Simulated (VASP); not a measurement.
# CaB6 (Pm-3m) in VASP: notebook

The runs below take CaB6 through single point, with PBE.

Everything below comes from runs of VASP 6.6.1. Logs are shortened: lines on timing, memory, paths and dates and some standing lists are left out, and cuts for length are marked.

### Step 1. The cell of the first run

The structure is cubic, space group Pm-3m (No. 221). Conventional cell: a = 4.063 Å, b = 4.063 Å, c = 4.063 Å, α = 90.00°, β = 90.00°, γ = 90.00°. Ca (site symmetry m-3m) has 24 B at 2.99 Å within 3.9 Å. Within 2.2 Å of B (site symmetry 4mm) lie 5 B at 1.63 to 1.72 Å.

### Step 2. Single point, PBE (volume scaled by 0.94, then relaxed in part)

File INCAR:

```
SYSTEM = CaB6
ALGO = Normal
EDIFF = 1E-6
ENCUT = 520
GGA = PE
ISIF = 2
ISMEAR = 0
LASPH = .True.
LCHARG = .False.
LREAL = .False.
LWAVE = .False.
NBANDS = 23
NELM = 60
PREC = Accurate
SIGMA = 0.01
```

File KPOINTS:

```
k-points
0
Gamma
  8 8 8
  0 0 0
```

File POSCAR:

```
CaB6
1.0
    4.0632425819      0.0000000000      0.0000000000
    0.0000000000      4.0632425819      0.0000000000
    0.0000000000      0.0000000000      4.0632425819
Ca B
1 6
Direct
    0.0000000000      0.0000000000      0.0000000000
    0.2007550526      0.5000000000      0.5000000000
    0.5000000000      0.2007550526      0.5000000000
    0.7992449474      0.5000000000      0.5000000000
    0.5000000000      0.7992449474      0.5000000000
    0.5000000000      0.5000000000      0.2007550526
    0.5000000000      0.5000000000      0.7992449474
```

Potentials or basis: VASP PAW PBE potentials, release 64 (Ca_sv, B).

Run with:

```console
$ cat potpaw_PBE.64/Ca_sv/POTCAR potpaw_PBE.64/B/POTCAR > POTCAR
$ mpirun -np 1 vasp_std > vasp.out
```

OUTCAR:

```text
SYSTEM = CaB6
   EDIFF = 1E-6
   ENCUT = 520
   GGA = PE
   ISIF = 2
   ISMEAR = 0
   LASPH = .True.
   LREAL = .False.
   NELM = 60
   PREC = Accurate

 ion  position               nearest neighbor table
   1  0.000  0.000  0.000-
   2  0.201  0.500  0.500-   4 1.63   3 1.72   5 1.72   6 1.72   7 1.72
   3  0.500  0.201  0.500-   5 1.63   4 1.72   2 1.72   6 1.72   7 1.72
   4  0.799  0.500  0.500-   2 1.63   3 1.72   5 1.72   6 1.72   7 1.72
   5  0.500  0.799  0.500-   3 1.63   2 1.72   4 1.72   6 1.72   7 1.72
   6  0.500  0.500  0.201-   7 1.63   3 1.72   4 1.72   5 1.72   2 1.72
   7  0.500  0.500  0.799-   6 1.63   3 1.72   4 1.72   5 1.72   2 1.72

  LATTYP: Found a simple cubic cell.
 ALAT       =     4.0632425819

  Lattice vectors:

 A1 = (   4.0632425819,   0.0000000000,   0.0000000000)
 A2 = (   0.0000000000,   4.0632425819,   0.0000000000)
 A3 = (   0.0000000000,   0.0000000000,   4.0632425819)

Analysis of symmetry for initial positions (statically):
=====================================================================
 Subroutine PRICEL returns:
 Original cell was already a primitive cell.

 Routine SETGRP: Setting up the symmetry group for a
 simple cubic supercell.

 Subroutine GETGRP returns: Found 48 space group operations
 (whereof 48 operations were pure point group operations)
 out of a pool of 48 trial point group operations.

The static configuration has the point symmetry O_h .

Analysis of symmetry for dynamics (positions and initial velocities):
=====================================================================
 Subroutine PRICEL returns:
 Original cell was already a primitive cell.

 Routine SETGRP: Setting up the symmetry group for a
 simple cubic supercell.

 Subroutine GETGRP returns: Found 48 space group operations
 (whereof 48 operations were pure point group operations)
 out of a pool of 48 trial point group operations.

The dynamic configuration has the point symmetry O_h .

 Subroutine INISYM returns: Found 48 space group operations
 (whereof 48 operations are pure point group operations),
 and found     1 'primitive' translations

----------------------------------------------------------------------------------------

                                     Primitive cell

  volume of cell :      67.0839

  direct lattice vectors                    reciprocal lattice vectors
     4.063242582  0.000000000  0.000000000     0.246108860  0.000000000  0.000000000
     0.000000000  4.063242582  0.000000000     0.000000000  0.246108860  0.000000000
     0.000000000  0.000000000  4.063242582     0.000000000  0.000000000  0.246108860

  length of vectors
     4.063242582  4.063242582  4.063242582     0.246108860  0.246108860  0.246108860

  position of ions in fractional coordinates (direct lattice)
     0.000000000  0.000000000  0.000000000
     0.200755053  0.500000000  0.500000000
     0.500000000  0.200755053  0.500000000
     0.799244947  0.500000000  0.500000000
     0.500000000  0.799244947  0.500000000
     0.500000000  0.500000000  0.200755053
     0.500000000  0.500000000  0.799244947

  ion indices of the primitive-cell ions
   primitive index   ion index
                 1           1
                 2           2
                 3           3
                 4           4
                 5           5
                 6           6
                 7           7

----------------------------------------------------------------------------------------

 KPOINTS: k-points

Automatic generation of k-mesh.
 Grid dimensions read from file:
 generate k-points for:    8    8    8

 Generating k-lattice:

  Cartesian coordinates                     Fractional coordinates (reciprocal lattice)
     0.030763608  0.000000000  0.000000000     0.125000000  0.000000000  0.000000000
     0.000000000  0.030763608  0.000000000     0.000000000  0.125000000  0.000000000
     0.000000000  0.000000000  0.030763608     0.000000000  0.000000000  0.125000000

  Length of vectors
     0.030763608  0.030763608  0.030763608

  Shift w.r.t. Gamma in fractional coordinates (k-lattice)
     0.000000000  0.000000000  0.000000000

 Subroutine IBZKPT returns following result:
 ===========================================

 Found     35 irreducible k-points:

 Following reciprocal coordinates:
            Coordinates               Weight
  0.000000  0.000000  0.000000      1.000000
  0.125000  0.000000  0.000000      6.000000
  0.250000  0.000000  0.000000      6.000000
  0.375000  0.000000  0.000000      6.000000
  0.500000  0.000000  0.000000      3.000000
  0.125000  0.125000  0.000000     12.000000
[... 16 lines left out ...]
  0.375000  0.375000  0.125000     24.000000
  0.500000  0.375000  0.125000     24.000000
 [... further k-points ...]
   k-points           NKPTS =     35   k-points in BZ     NKDIM =     35   number of bands    NBANDS=     23
   number of dos      NEDOS =    301   number of ions     NIONS =      7
[... 90 lines left out ...]
      6      -2.8180      2.00000
[... 15 lines left out ...]
     22       9.9005      0.00000
     23      10.8800      0.00000

 k-point     3 :       0.2500    0.0000    0.0000
  band No.  band energies     occupation
      1     -35.8840      2.00000
      2     -16.9237      2.00000
      3     -16.8797      2.00000
      4     -16.8797      2.00000
      5      -9.5427      2.00000
      6      -3.7493      2.00000
[... 15 lines left out ...]
     22      10.3211      0.00000
     23      10.7546      0.00000

 k-point     4 :       0.3750    0.0000    0.0000
  band No.  band energies     occupation
      1     -35.8828      2.00000
      2     -16.9513      2.00000
      3     -16.8765      2.00000
      4     -16.8765      2.00000
      5      -9.3840      2.00000
      6      -4.4153      2.00000
[... 15 lines left out ...]
     22      11.4110      0.00000
     23      11.5415      0.00000

 k-point     5 :       0.5000    0.0000    0.0000
  band No.  band energies     occupation
      1     -35.8823      2.00000
      2     -16.9626      2.00000
      3     -16.8751      2.00000
      4     -16.8751      2.00000
      5      -9.3122      2.00000
      6      -4.6593      2.00000
[... 15 lines left out ...]
     22      11.9495      0.00000
     23      11.9495      0.00000

 k-point     6 :       0.1250    0.1250    0.0000
  band No.  band energies     occupation
      1     -35.8846      2.00000
      2     -16.8956      2.00000
      3     -16.8931      2.00000
      4     -16.8816      2.00000
      5      -9.6331      2.00000
      6      -2.9474      2.00000
[... 15 lines left out ...]
     22      10.3073      0.00000
     23      11.0416      0.00000

 k-point     7 :       0.2500    0.1250    0.0000
  band No.  band energies     occupation
      1     -35.8835      2.00000
      2     -16.9218      2.00000
      3     -16.8906      2.00000
      4     -16.8784      2.00000
      5      -9.4989      2.00000
      6      -3.6928      2.00000
[... 353 lines left out ...]
     22      11.5999      0.00000
     23      12.0174      0.00000

 k-point    21 :       0.3750    0.2500    0.1250
  band No.  band energies     occupation
      1     -35.8808      2.00000
      2     -16.9410      2.00000
      3     -16.9105      2.00000
      4     -16.8822      2.00000
      5      -9.2301      2.00000
      6      -4.0444      2.00000
[... 15 lines left out ...]
     22      11.7268      0.00000
     23      12.2110      0.00000

 k-point    22 :       0.5000    0.2500    0.1250
  band No.  band energies     occupation
      1     -35.8803      2.00000
      2     -16.9515      2.00000
      3     -16.9086      2.00000
      4     -16.8808      2.00000
      5      -9.1774      2.00000
      6      -4.2562      2.00000
[... 15 lines left out ...]
     22      11.7115      0.00000
     23      12.3912      0.00000

 k-point    23 :       0.3750    0.3750    0.1250
  band No.  band energies     occupation
      1     -35.8796      2.00000
      2     -16.9364      2.00000
      3     -16.9341      2.00000
      4     -16.8789      2.00000
      5      -9.1364      2.00000
      6      -3.8545      2.00000
[... 15 lines left out ...]
     22      12.5044      0.00000
     23      12.8416      0.00000

 k-point    24 :       0.5000    0.3750    0.1250
  band No.  band energies     occupation
      1     -35.8792      2.00000
      2     -16.9454      2.00000
      3     -16.9329      2.00000
      4     -16.8776      2.00000
      5      -9.0951      2.00000
      6      -3.9866      2.00000
[... 15 lines left out ...]
     22      12.3992      0.00000
     23      13.4741      0.00000

 [... further k-points ...]

------------------------ aborting loop because EDIFF is reached ----------------------------------------

  FORCE on cell =-STRESS in cart. coord.  units (eV):
  Direction    XX          YY          ZZ          XY          YZ          ZX
  --------------------------------------------------------------------------------------
  -------------------------------------------------------------------------------------
  Total        4.3915338      4.3915338      4.3915338      0.0000000     -0.0000000     -0.0000000
  in kB      104.8838345    104.8838345    104.8838345      0.0000000     -0.0000000     -0.0000000
  external PRESSURE =     104.8838345 kB  Pullay stress =       0.0000000 kB

 VOLUME and BASIS-vectors are now :
 -----------------------------------------------------------------------------
  energy-cutoff  :      520.00
  volume of cell :       67.08
      direct lattice vectors                 reciprocal lattice vectors
     4.063242582  0.000000000  0.000000000     0.246108860  0.000000000  0.000000000
     0.000000000  4.063242582  0.000000000     0.000000000  0.246108860  0.000000000
     0.000000000  0.000000000  4.063242582     0.000000000  0.000000000  0.246108860

 POSITION                                       TOTAL-FORCE (eV/Angst)
 -----------------------------------------------------------------------------------
      0.00000      0.00000      0.00000        -0.000000      0.000000      0.000000
      0.81572      2.03162      2.03162        -0.023272      0.000000     -0.000000
      2.03162      0.81572      2.03162        -0.000000     -0.023272      0.000000
      3.24753      2.03162      2.03162         0.023272     -0.000000      0.000000
      2.03162      3.24753      2.03162        -0.000000      0.023272     -0.000000
      2.03162      2.03162      0.81572        -0.000000      0.000000     -0.023272
      2.03162      2.03162      3.24753        -0.000000     -0.000000      0.023272
 -----------------------------------------------------------------------------------
    total drift:                               -0.000000      0.000000      0.000000

  FREE ENERGIE OF THE ION-ELECTRON SYSTEM (eV)
  ---------------------------------------------------
  free  energy   TOTEN  =       -44.8792720155 eV

  energy  without entropy=      -44.8792434437  energy(sigma->0) =      -44.87925773
```

Wall time 23 s (1 thread of Intel Xeon 6975P-C (Granite Rapids), shared host); peak memory 0.19 GiB.

What came out:

```yaml
Free_energy: -44.8793 eV
Pressure: 10.5 GPa
Largest_force: 0.023 eV/Å
Band_gap_on_the_k_mesh: 0.02 eV, direct
```

Forces in eV/Å, atoms in the order of the input:
```
Ca   0.000  0.000  0.000
B   -0.023  0.000  0.000
B    0.000 -0.023  0.000
B    0.023  0.000  0.000
B    0.000  0.023  0.000
B    0.000  0.000 -0.023
B    0.000  0.000  0.023
```

Levels at points of the mesh, in eV from the valence-band top:
```
           k point  band 10  band 11  band 12  band 13  band 14  band 15  band 16  band 17  band 18  band 19
(0.00, 0.00, 0.00)    -5.45    -5.45    -0.36    -0.36    -0.36     2.82     2.82     2.82     3.46     3.46
(0.50, 0.00, 0.00)    -5.01    -2.52    -2.52    -1.88    -0.25     0.07     3.30     3.30     3.91     4.15
(0.50, 0.50, 0.00)    -5.23    -2.89    -2.89    -1.56    -1.56     3.16     3.16     4.19     4.52     4.57
(0.50, 0.50, 0.50)    -4.59    -4.59    -1.14    -1.14    -1.14     4.50     4.94     4.94     5.08     5.08
```

Caveat: the cell differs from its parent crystal (volume scaled by 0.94, then relaxed in part).

### Step 3. Single point, PBE (volume scaled by 0.97, then relaxed in part)

File INCAR:

```
PREC = Accurate
ENCUT = 520
EDIFF = 1E-6
ISMEAR = 0
SIGMA = 0.01
LREAL = False
LASPH = True
NELM = 60
ALGO = Normal
ISIF = 2
LWAVE = False
LCHARG = False
GGA = PE
NBANDS = 23
```

File KPOINTS:

```
Automatic mesh
0
Gamma
  8 8 8
```

File POSCAR:

```
CaB6
1.0
    4.1060166998      0.0000000000      0.0000000000
    0.0000000000      4.1060166998      0.0000000000
    0.0000000000      0.0000000000      4.1060166998
Ca B
1 6
Direct
    0.0000000000      0.0000000000      0.0000000000
    0.2012624141      0.5000000000      0.5000000000
    0.5000000000      0.2012624141      0.5000000000
    0.7987375859      0.5000000000      0.5000000000
    0.5000000000      0.7987375859      0.5000000000
    0.5000000000      0.5000000000      0.2012624141
    0.5000000000      0.5000000000      0.7987375859
```

Potentials or basis: VASP PAW PBE potentials, release 64 (Ca_sv, B).

Run with:

```console
$ cat potpaw_PBE.64/Ca_sv/POTCAR potpaw_PBE.64/B/POTCAR > POTCAR
$ mpirun -np 1 vasp_std > vasp.out
```

It took 25 s on 1 thread of Intel Xeon 6975P-C (Granite Rapids), shared host; peak memory 0.19 GiB.

It converged, with:

| Item | Value |
| --- | --- |
| Free energy | -44.9826 eV |
| Pressure | 4.9 GPa |
| Largest force | 0.018 eV/Å |
| Band gap on the k mesh | 0.07 eV, indirect (least direct gap 0.10 eV) |

Forces on the atoms (eV/Å):
```
Ca   0.000  0.000  0.000
B   -0.018  0.000  0.000
B    0.000 -0.018  0.000
B    0.018  0.000  0.000
B    0.000  0.018  0.000
B    0.000  0.000 -0.018
B    0.000  0.000  0.018
```

Levels at points of the mesh, in eV from the valence-band top:
```
           k point  band 10  band 11  band 12  band 13  band 14  band 15  band 16  band 17  band 18  band 19
(0.00, 0.00, 0.00)    -5.38    -5.38    -0.34    -0.34    -0.34     2.83     2.83     2.83     3.41     3.41
(0.50, 0.00, 0.00)    -4.96    -2.45    -2.45    -1.83    -0.16     0.07     3.24     3.24     3.85     3.99
(0.50, 0.50, 0.00)    -5.08    -2.79    -2.79    -1.51    -1.51     3.11     3.11     4.12     4.44     4.45
(0.50, 0.50, 0.50)    -4.47    -4.47    -1.11    -1.11    -1.11     4.37     4.83     4.83     4.94     4.94
```

Caveat: the cell differs from its parent crystal (volume scaled by 0.97, then relaxed in part).

### Step 4. Single point, PBE

This run uses another cell than the first one, of 10.20 Å³/atom, 1.064 times its volume.

File INCAR:

```
SYSTEM = CaB6
PREC = Accurate
ENCUT = 520
EDIFF = 1E-6
ISMEAR = 0
SIGMA = 0.01
LREAL = .FALSE.
LASPH = .TRUE.
NELM = 60
ALGO = Normal
ISIF = 2
LWAVE = .FALSE.
LCHARG = .FALSE.
GGA = PE
NBANDS = 23
```

File KPOINTS:

```
Automatic mesh
0
G
  8 8 8
  0 0 0
```

File POSCAR:

```
CaB6
1.0
    4.1479177234      0.0000000000      0.0000000000
    0.0000000000      4.1479177234      0.0000000000
    0.0000000000      0.0000000000      4.1479177234
Ca B
1 6
Direct
    0.0000000000      0.0000000000      0.0000000000
    0.2017760847      0.5000000000      0.5000000000
    0.5000000000      0.2017760847      0.5000000000
    0.7982239153      0.5000000000      0.5000000000
    0.5000000000      0.7982239153      0.5000000000
    0.5000000000      0.5000000000      0.2017760847
    0.5000000000      0.5000000000      0.7982239153
```

Run with:

```console
$ cat potpaw_PBE.64/Ca_sv/POTCAR potpaw_PBE.64/B/POTCAR > POTCAR
$ mpirun -np 1 vasp_std > vasp.out
```

It took 23 s on 1 thread of Intel Xeon 6975P-C (Granite Rapids), shared host; peak memory 0.2 GiB.

Results (log left out):

```
Free energy            : -45.0166 eV
Pressure               : 0.1 GPa
Largest force          : 0.011 eV/Å
Band gap on the k mesh : 0.07 eV, indirect (least direct gap 0.15 eV)
```

Forces in eV/Å, atoms in the order of the input:
```
Ca   0.000  0.000  0.000
B   -0.011  0.000  0.000
B    0.000 -0.011  0.000
B    0.011  0.000  0.000
B    0.000  0.011  0.000
B    0.000  0.000 -0.011
B    0.000  0.000  0.011
```

Levels at points of the mesh, in eV from the valence-band top:
| k point | band 11 | band 12 | band 13 | band 14 | band 15 | band 16 | band 17 | band 18 |
| --- | --- | --- | --- | --- | --- | --- | --- | --- |
| (0.00, 0.00, 0.00) | -5.30 | -0.32 | -0.32 | -0.32 | 2.83 | 2.83 | 2.83 | 3.36 |
| (0.50, 0.00, 0.00) | -2.38 | -2.38 | -1.78 | -0.08 | 0.07 | 3.19 | 3.19 | 3.79 |
| (0.50, 0.50, 0.00) | -2.69 | -2.69 | -1.47 | -1.47 | 3.07 | 3.07 | 4.04 | 4.34 |
| (0.50, 0.50, 0.50) | -4.35 | -1.08 | -1.08 | -1.08 | 4.24 | 4.72 | 4.72 | 4.82 |

### Step 5. Single point, PBE

This run uses another cell than the first one, of 10.20 Å³/atom, 1.064 times its volume.

File INCAR:

```
PREC = Accurate
ENCUT = 520
EDIFF = 1E-7
ISMEAR = 0
SIGMA = 0.01
LREAL = False
LASPH = True
NELM = 80
ALGO = Normal
ISIF = 2
LWAVE = False
LCHARG = False
GGA = PE
NBANDS = 23
```

File KPOINTS:

```
regular mesh
0
Gamma
  8 8 8
```

File POSCAR:

```
CaB6
1.0
    4.1479184822      0.0000000000      0.0000000000
    0.0000000000      4.1479184822      0.0000000000
    0.0000000000      0.0000000000      4.1479184822
Ca B
1 6
Direct
    0.0000000000      0.0000000000      0.0000000000
    0.5000000000      0.5000000000      0.2018000920
    0.5000000000      0.5000000000      0.7981999080
    0.2018000920      0.5000000000      0.5000000000
    0.7981999080      0.5000000000      0.5000000000
    0.5000000000      0.2018000920      0.5000000000
    0.5000000000      0.7981999080      0.5000000000
```

Run with:

```console
$ cat potpaw_PBE.64/Ca_sv/POTCAR potpaw_PBE.64/B/POTCAR > POTCAR
$ mpirun -np 1 vasp_std > vasp.out
```

It took 30 s on 1 thread of Intel Xeon 6975P-C (Granite Rapids), shared host; peak memory 0.2 GiB.

Results (log left out):

```
Free energy            : -45.0166 eV
Pressure               : 0.1 GPa
Largest force          : 0.017 eV/Å
Band gap on the k mesh : 0.07 eV, indirect (least direct gap 0.14 eV)
```

Forces in eV/Å, atoms in the order of the input:
```
Ca   0.000  0.000  0.000
B    0.000  0.000 -0.017
B    0.000  0.000  0.017
B   -0.017  0.000  0.000
B    0.017  0.000  0.000
B    0.000 -0.017  0.000
B    0.000  0.017  0.000
```

Levels at points of the mesh, in eV from the valence-band top:
```tsv
k point	band 12	band 13	band 14	band 15	band 16	band 17
(0.00, 0.00, 0.00)	-0.32	-0.32	-0.32	2.83	2.83	2.83
(0.50, 0.00, 0.00)	-2.37	-1.78	-0.08	0.07	3.19	3.19
(0.50, 0.50, 0.00)	-2.69	-1.47	-1.47	3.07	3.07	4.04
(0.50, 0.50, 0.50)	-1.08	-1.08	-1.08	4.25	4.73	4.73
```

A k mesh can miss the band edges.

### Step 6. Summary

```tsv
cell	gap on the mesh (eV)	pressure (GPa)	largest force (eV/Å)
a = 4.063 Å, 7 atoms	0.02	10.5	0.02
a = 4.106 Å, 7 atoms	0.07	4.9	0.02
a = 4.148 Å, 7 atoms	0.07	0.1	0.02
```

Alike in all rows: task single point; level PBE; potentials or basis VASP PAW PBE potentials, release 64 (Ca_sv, B); no spin polarisation; k mesh 8 × 8 × 8; cutoff (eV) 520; smearing gaussian 0.01 eV.

Total energies depend on the potentials used, so only differences within one code and one set of settings carry meaning.
